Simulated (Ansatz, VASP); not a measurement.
**Al2Pt in VASP and in Ansatz**

```
Al Pt
1.0
     0.00000    2.84374    2.84374
     2.84374    0.00000    2.84374
     2.84374    2.84374    0.00000
Al Pt
2 1
Direct
  0.25000 0.25000 0.25000
  0.75000 0.75000 0.75000
  0.00000 0.00000 0.00000
```

Alike in both runs: task single point; functional r2SCAN; k mesh 12 × 12 × 12; occupations gaussian, width 0.1 eV; no spin polarisation.

|  | VASP | Ansatz |
| --- | --- | --- |
| version | VASP 6.6.1 | Ansatz 0.2.0 |
| potentials or method | VASP PAW PBE potentials, release 64 (Al, Pt), cutoff 520 eV | scalar-relativistic, plane waves, PAW |
| valence electrons in the cell | 16 | 24 |

Ansatz gave:

| Item | Value |
| --- | --- |
| gap on the k mesh at the Fermi level (eV) | none |
| pressure (GPa) | 20.3 |

What did VASP give for the same quantities?

gap on the k mesh at the Fermi level (eV): none; pressure (GPa): 20.1.

VASP's potentials were made for PBE, not for r2SCAN. A gap of «none» marks a metal or a gap that the smearing closes. With one functional, cell and mesh, what is left measures potentials, basis and numerics. VASP's potentials hold 16 valence electrons a cell and Ansatz's 24, so a difference there can come from the potentials and not from the codes.

Neither program's run includes spin-orbit coupling.
